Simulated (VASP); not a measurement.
A run of VASP 6.6.1 is set up as follows.

INCAR

```
SYSTEM = Ga
PREC = Accurate ; ENCUT = 600
EDIFF = 1E-6 ; ISMEAR = -1
SIGMA = 0.05 ; LREAL = .FALSE.
LASPH = .TRUE. ; NELM = 100
ALGO = Normal ; ISIF = 8
LWAVE = .FALSE. ; LCHARG = .FALSE.
IBRION = 2 ; NSW = 80
EDIFFG = -0.03
```

The input KPOINTS:

```
Automatic mesh
0
G
  6 6 5
  0 0 0
```

Contents of POSCAR:

```
Ga
1.0
    2.2615000000     -3.8305000000      0.0000000000
    2.2615000000      3.8305000000      0.0000000000
    0.0000000000      0.0000000000      4.5240000000
Ga
4
Direct
    0.8451000000      0.1549000000      0.0810000000
    0.6549000000      0.3451000000      0.5810000000
    0.1549000000      0.8451000000      0.9190000000
    0.3451000000      0.6549000000      0.4190000000
```

Potentials or basis: VASP PAW LDA potentials, release 64 (Ga_d).

Command:

```sh
$ cat potpaw_LDA.64/Ga_d/POTCAR > POTCAR
$ mpirun -np 1 vasp_std > vasp.out
```

Q: What does it give for the band gap on the k mesh?

A: Zero (bands 26 and 27 overlap by 0.63 eV).

Q: Estimate the relaxed cell.

A: a = 4.356 Å, b = 4.356 Å, c = 4.430 Å, α = 90.00°, β = 90.00°, γ = 118.89°.

Q: Predict the space group after relaxing (to 0.1 Å).

A: Cmce (No. 64).

Q: Estimate the relaxed volume.

A: 18.40 Å³/atom.

Stress tensor (GPa, compression positive):
```
-0.26  0.00  0.00
 0.00 -0.18  0.00
 0.00  0.00  0.34
```

LDA usually gives volumes a few per cent too small. Zero-point motion and thermal expansion aren't in these numbers.
